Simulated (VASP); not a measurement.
# LaYF6 (Amm2) in VASP: single point with r2SCAN+rVV10

Aim: the single point of LaYF6 with r2SCAN+rVV10.

All numbers are computed with VASP 6.6.1; they aren't measurements. Logs are shortened: lines on timing, memory, paths and dates and some standing lists are left out, and cuts for length are marked.

## (1) The cell of the first run

It takes space group Amm2 (No. 38, orthorhombic). Conventional cell: a = 3.909 Å, b = 6.976 Å, c = 7.362 Å, α = 90.00°, β = 90.00°, γ = 90.00°. La (site symmetry mm2) has 11 F at 2.36 to 2.95 Å within 3.1 Å. Y (site symmetry mm2) has 9 F at 2.22 to 2.55 Å within 2.9 Å. Within 3.0 Å of F (site symmetry m) lie 1 Y at 2.25 Å and 2 La at 2.51 Å and 9 F at 2.52 to 2.91 Å. F (site symmetry mm2) has 1 Y at 2.29 Å and 6 F at 2.32 to 2.64 Å and 2 La at 2.36 Å within 3.0 Å. F (site symmetry m) has 9 F at 2.45 to 3.00 Å and 2 La at 2.47 to 2.95 Å and 2 Y at 2.55 Å within 3.2 Å. F (site symmetry mm2) has 2 Y at 2.22 Å and 6 F at 2.32 to 2.74 Å and 1 La at 2.57 Å within 2.9 Å.

## (2) Single point, r2SCAN+rVV10

Contents of POSCAR:

```
LaYF6
1.0
    3.9093332912      0.0000000000      0.0000000000
    0.0000000000      3.4879425871      3.6808877831
    0.0000000000     -3.4879425871      3.6808877831
La Y F
1 1 6
Direct
    0.5000000000      0.5098005148      0.5098005148
    0.0000000000      1.0180703305      1.0180703305
    0.0000000000      0.8129247724      0.4225799388
    0.0000000000      0.4225799388      0.8129247724
    0.0000000000      0.3294608340      0.3294608340
    0.5000000000      0.6965148609      0.0498377133
    0.5000000000      0.0498377133      0.6965148609
    0.5000000000      0.1608120354      0.1608120354
```

Contents of INCAR.step1:

```
SYSTEM = LaYF6
PREC = Accurate
ENCUT = 520
ISMEAR = -1
SIGMA = 0.03
LREAL = .False.
LASPH = .True.
NELM = 80
NBANDS = 42
GGA = PE
ALGO = Normal
EDIFF = 1E-4
LWAVE = .True.
LCHARG = .False.
```

Contents of INCAR.step2:

```
SYSTEM = LaYF6
PREC = Accurate
ENCUT = 520
EDIFF = 1E-6
ISMEAR = -1
SIGMA = 0.03
LREAL = .False.
LASPH = .True.
NELM = 80
ALGO = Normal
ISIF = 2
LWAVE = .False.
LCHARG = .False.
METAGGA = R2SCAN
LMIXTAU = .True.
LUSE_VDW = .True.
IVDW_NL = 2
BPARAM = 11.95
CPARAM = 0.0093
NBANDS = 42
ISTART = 1
```

Contents of KPOINTS:

```
regular mesh
0
Gamma
  6 4 4
  0 0 0
```

Potentials or basis: VASP PAW PBE potentials, release 64 (La, Y_sv, F).

The run is started by

```bash
$ cat potpaw_PBE.64/La/POTCAR potpaw_PBE.64/Y_sv/POTCAR potpaw_PBE.64/F/POTCAR > POTCAR
$ cp INCAR.step1 INCAR
$ mpirun -np 1 vasp_std > vasp.out
$ cp INCAR.step2 INCAR
$ mpirun -np 1 vasp_std > vasp.out
```

OUTCAR:

```text
SYSTEM = LaYF6
   PREC = Accurate
   ENCUT = 520
   EDIFF = 1E-6
   ISMEAR = -1
   LREAL = .False.
   LASPH = .True.
   NELM = 80
   ISIF = 2
   METAGGA = R2SCAN
   IVDW_NL = 2
   BPARAM = 11.95
   ISTART = 1

 ion  position               nearest neighbor table
   1  0.500  0.510  0.510-   5 2.36   5 2.36   7 2.47   6 2.47   3 2.51   3 2.51   4 2.51   4 2.51
                             8 2.57   2 4.00   2 4.00   2 4.00   2 4.00
   2  0.000  0.018  0.018-   8 2.22   8 2.22   3 2.25   4 2.25   5 2.29   6 2.55   6 2.55   7 2.55
                             7 2.55   1 4.00   1 4.00   1 4.00   1 4.00
   3  0.000  0.813  0.423-   2 2.25   1 2.51   1 2.51
   4  0.000  0.423  0.813-   2 2.25   1 2.51   1 2.51
   5  0.000  0.329  0.329-   2 2.29   1 2.36   1 2.36
   6  0.500  0.697  0.050-   1 2.47   2 2.55   2 2.55
   7  0.500  0.050  0.697-   1 2.47   2 2.55   2 2.55
   8  0.500  0.161  0.161-   2 2.22   2 2.22   1 2.57

  LATTYP: Found a base centered orthorhombic cell.
 ALAT       =     6.9758851742
 B/A-ratio  =     1.0553177672
 C/A-ratio  =     0.5604067718

  Lattice vectors:

 A1 = (   0.0000000000,   3.4879425871,  -3.6808877831)
 A2 = (   0.0000000000,   3.4879425871,   3.6808877831)
 A3 = (   3.9093332912,   0.0000000000,   0.0000000000)

Analysis of symmetry for initial positions (statically):
=====================================================================
 Subroutine PRICEL returns:
 Original cell was already a primitive cell.

 Routine SETGRP: Setting up the symmetry group for a
 base centered orthorhombic supercell.

 Subroutine GETGRP returns: Found  4 space group operations
 (whereof  4 operations were pure point group operations)
 out of a pool of  8 trial point group operations.

The static configuration has the point symmetry C_2v.

Analysis of symmetry for dynamics (positions and initial velocities):
=====================================================================
 Subroutine PRICEL returns:
 Original cell was already a primitive cell.

 Routine SETGRP: Setting up the symmetry group for a
 base centered orthorhombic supercell.

 Subroutine GETGRP returns: Found  4 space group operations
 (whereof  4 operations were pure point group operations)
 out of a pool of  8 trial point group operations.

The dynamic configuration has the point symmetry C_2v.

 Subroutine INISYM returns: Found  4 space group operations
 (whereof  4 operations are pure point group operations),
 and found     1 'primitive' translations

[... 112 lines left out ...]
   ISIF   =      2    stress and relaxation
   ISYM   =      2    0-nonsym 1-usesym 2-fastsym
   POTIM  = 0.5000    time-step for ionic-motion
   TEBEG  =    0.0;   TEEND  =   0.0 temperature during run
   PSTRESS=    0.0 pullay stress
   NELECT =      64.0000    total number of electrons
   NUPDOWN=      -1.0000    fix difference up-down
   EMIN   =  10.00;   EMAX   =-10.00  energy-range for DOS
   EFERMI =   0.00;   METHOD = LEGACY
   ISMEAR =    -1;   SIGMA  =   0.03  broadening in eV -4-tet -1-fermi 0-gaus
   EFERMI_NEDOS =   21; number of points for ismear=-14 and -15
   IALGO  =     38    algorithm
   IMIX   =      4    mixing-type and parameters
     AMIX     =   0.40;   BMIX     =  1.00
     AMIX_MAG =   1.60;   BMIX_MAG =  1.00
  volume/ion in A,a.u.               =      12.55        84.68
  Fermi-wavevector in a.u.,A,eV,Ry     =   1.409018  2.662658 27.012088  1.985332
  Thomas-Fermi vector in A             =   2.531117
   LORBIT       =      0    0 simple, 1 ext, 2 COOP (PROOUT), +10 PAW based schemes
   METAGGA = R2SCAN    functional components
   LHFCALC =     F    Hartree Fock is set to
   AEXX    =    0.0000 exact exchange contribution
   IVDW_NL    =     2    kernel type
   BPARAM     =11.9500
   IVDW    =     0    specifies the selected vdW correction
   LEPSILON=     F    determine dielectric tensor
   LRPA    =     F    only Hartree local field effects (RPA)
 non-spin polarized calculation
  energy-cutoff  :      520.00
  volume of cell :      100.38
 maximum number of plane-waves:      2746
 NGX is ok and might be reduce to    30
   NGX = 15   NGY = 19   NGZ = 19

 number of electron      64.0000010 magnetization

 Free energy of the ion-electron system (eV)
  ---------------------------------------------------
  ext. energy  EPLUGINS =         0.00000000
  ---------------------------------------------------
  free energy    TOTEN  =      -101.71668274 eV

  energy without entropy =     -101.71668274  energy(sigma->0) =     -101.71668274

 E-fermi :   1.8720     XC(G=0): -11.2684

 val. band max:        1.2382206076   @ k =   0.5000   0.0000   0.0000
 cond. band min:       8.1574663312   @ k =   0.0000   0.0000   0.0000
 fundamental gap:      6.9192457236
 Fermi energy:         1.8719913787

 k-point     1 :       0.0000    0.0000    0.0000
  band No.  band energies     occupation
      1     -39.2143      2.00000
      2     -28.3061      2.00000
      3     -21.0821      2.00000
      4     -20.8904      2.00000
      5     -20.4132      2.00000
      6     -20.1069      2.00000
[... 1069 lines left out ...]
     41       9.6326      0.00000
     42       9.8854      0.00000

 [... further k-points ...]

------------------------ aborting loop because EDIFF is reached ----------------------------------------

  FORCE on cell =-STRESS in cart. coord.  units (eV):
  Direction    XX          YY          ZZ          XY          YZ          ZX
  --------------------------------------------------------------------------------------
  -------------------------------------------------------------------------------------
  Total       -0.1125793     -0.0966241     -0.1713244      0.0000000      0.0000000      0.0000000
  in kB       -1.7968604     -1.5422020     -2.7344830      0.0000000      0.0000000      0.0000000
  external PRESSURE =      -2.0245152 kB  Pullay stress =       0.0000000 kB

 VOLUME and BASIS-vectors are now :
 -----------------------------------------------------------------------------
  energy-cutoff  :      520.00
  volume of cell :      100.38
      direct lattice vectors                 reciprocal lattice vectors
     3.909333291  0.000000000  0.000000000     0.255798093  0.000000000  0.000000000
     0.000000000  3.487942587  3.680887783     0.000000000  0.143350983  0.135836795
     0.000000000 -3.487942587  3.680887783     0.000000000 -0.143350983  0.135836795

 POSITION                                       TOTAL-FORCE (eV/Angst)
 -----------------------------------------------------------------------------------
      1.95467      0.00000      3.75304         0.000000      0.000000     -0.007196
      0.00000      0.00000      0.13303         0.000000      0.000000     -0.043145
      0.00000      1.36150      4.54775         0.000000     -0.030880     -0.004210
      0.00000     -1.36150      4.54775         0.000000      0.030880     -0.004210
      0.00000      0.00000      2.42542         0.000000      0.000000      0.032127
      1.95467      2.25557      2.74724         0.000000     -0.011542     -0.001306
      1.95467     -2.25557      2.74724         0.000000      0.011542     -0.001306
      1.95467      0.00000      1.18386         0.000000      0.000000      0.029247
 -----------------------------------------------------------------------------------
    total drift:                                0.000000     -0.000004      0.003624

  FREE ENERGIE OF THE ION-ELECTRON SYSTEM (eV)
  ---------------------------------------------------
  free  energy   TOTEN  =      -101.7166827446 eV

  energy  without entropy=     -101.7166827446  energy(sigma->0) =     -101.71668274
```

OUTCAR.step1:

```text
SYSTEM = LaYF6
   PREC = Accurate
   ENCUT = 520
   ISMEAR = -1
   LREAL = .False.
   LASPH = .True.
[... 1328 lines left out ...]
      1.95467      2.25557      2.74724         0.000000     -0.047611     -0.011904
      1.95467     -2.25557      2.74724         0.000000      0.047611     -0.011904
      1.95467      0.00000      1.18386         0.000000     -0.000000      0.045263
 -----------------------------------------------------------------------------------
    total drift:                                0.000000     -0.000004     -0.004389

  FREE ENERGIE OF THE ION-ELECTRON SYSTEM (eV)
  ---------------------------------------------------
  free  energy   TOTEN  =       -54.1138208765 eV

  energy  without entropy=      -54.1138208765  energy(sigma->0) =      -54.11382088
```

Run time: 28 min. Hardware: 1 thread of AMD EPYC 7R13, shared host; peak memory 0.45 GiB.

What came out:

```yaml
Free_energy: -101.7167 eV
Pressure: -0.2 GPa
Largest_force: 0.043 eV/Å
Band_gap_on_the_k_mesh: 6.92 eV, indirect (least direct gap 6.94 eV)
```

Forces in eV/Å, atoms in the order of the input:
```
La   0.000  0.000 -0.007
Y    0.000  0.000 -0.043
F    0.000 -0.031 -0.004
F    0.000  0.031 -0.004
F    0.000  0.000  0.032
F    0.000 -0.012 -0.001
F    0.000  0.012 -0.001
F    0.000  0.000  0.029
```

Stress tensor (GPa, compression positive):
```
-0.18  0.00  0.00
 0.00 -0.15  0.00
 0.00  0.00 -0.27
```

Caveat: the PAW data sets were made with another functional, which shifts forces and pressure a little; spin-orbit coupling is left out, which moves the levels of the heavy elements. A k mesh can miss the band edges.
